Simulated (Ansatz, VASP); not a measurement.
## One calculation of BaTiO3, two programs

POSCAR

```
BaTiO3
1.0
    2.9168738981      1.7727622736      2.3314328269
   -2.7632334685      1.5066492435      2.3314328269
   -0.1536404296     -3.2794115171      2.3314328269
Ba Ti O
1 1 3
Direct
    0.0027851043      0.0027851043      0.0027851043
    0.5162478494      0.5162478494      0.5162478494
    0.4897536543      0.4897536543      0.9801597377
    0.4897536543      0.9801597377      0.4897536543
    0.9801597377      0.4897536543      0.4897536543
```

Contents of INCAR.step1:

```
  PREC = Accurate
  ENCUT = 520
  ISMEAR = 0
  SIGMA = 0.05
  LREAL = F
  LASPH = T
  NELM = 80
  NBANDS = 28
  GGA = PE
  ALGO = Normal
  EDIFF = 1E-4
  LWAVE = T
  LCHARG = F
```

INCAR.step2

```
  PREC = Accurate
  ENCUT = 520
  EDIFF = 1E-7
  ISMEAR = 0
  SIGMA = 0.05
  LREAL = F
  LASPH = T
  NELM = 80
  ALGO = Normal
  ISIF = 2
  LWAVE = F
  LCHARG = F
  METAGGA = R2SCAN
  LMIXTAU = T
  NBANDS = 28
  ISTART = 1
```

Contents of KPOINTS:

```
Automatic mesh
0
Gamma
  6 6 6
```

Input for Ansatz:

```yaml
crystal:
  lattice:
    - [2.9168738981, 1.7727622736, 2.3314328269]
    - [-2.7632334685, 1.5066492435, 2.3314328269]
    - [-0.1536404296, -3.2794115171, 2.3314328269]
  atoms:
    - { symbol: Ba, position: [0.0027851043, 0.0027851043, 0.0027851043] }
    - { symbol: Ti, position: [0.5162478494, 0.5162478494, 0.5162478494] }
    - { symbol: O, position: [0.4897536543, 0.4897536543, 0.9801597377] }
    - { symbol: O, position: [0.4897536543, 0.9801597377, 0.4897536543] }
    - { symbol: O, position: [0.9801597377, 0.4897536543, 0.4897536543] }
basis:
  ecutwfc: 500
kpoints:
  mp_grid: { grid: [6, 6, 6] }
hamiltonian:
  xc: r2scan
scf:
  occupations: { method: gaussian, width: 0.05 }
output:
  forces: true
  stress: true
  eigenvalues: true
```

Change from the starting cell: strain +0.0937 x Voigt [0, 0, 0, 0, 0, 1], atoms carried along.

Alike in both runs: task single point; functional r2SCAN; k mesh 6 × 6 × 6; occupations gaussian, width 0.05 eV; no spin polarisation.

|  | VASP | Ansatz |
| --- | --- | --- |
| version | VASP 6.6.1 | Ansatz 0.2.0 |
| potentials or method | VASP PAW PBE potentials, release 64 (Ba_sv, Ti_sv, O), cutoff 520 eV | scalar-relativistic, plane waves, PAW |
| valence electrons in the cell | 40 | 40 |

|  | VASP | Ansatz | Ansatz less VASP |
| --- | --- | --- | --- |
| gap on the k mesh at the Fermi level (eV) | 2.58 | 2.59 | +0.014 |
| least direct gap on the mesh (eV) | 2.92 | 2.91 | -0.013 |
| pressure (GPa) | 3.2 | 1.2 | -1.97 |
| traceless stress, the component that is largest in VASP (GPa) | -11.31 | -10.96 | +0.358 |
| rms of the force components (eV/Å) | 0.242 | 0.212 | -0.0306 |

VASP's potentials were made for PBE, not for r2SCAN. Atom by atom the forces differ by 0.068 eV/Å (rms over components).

Spin-orbit coupling is off throughout.
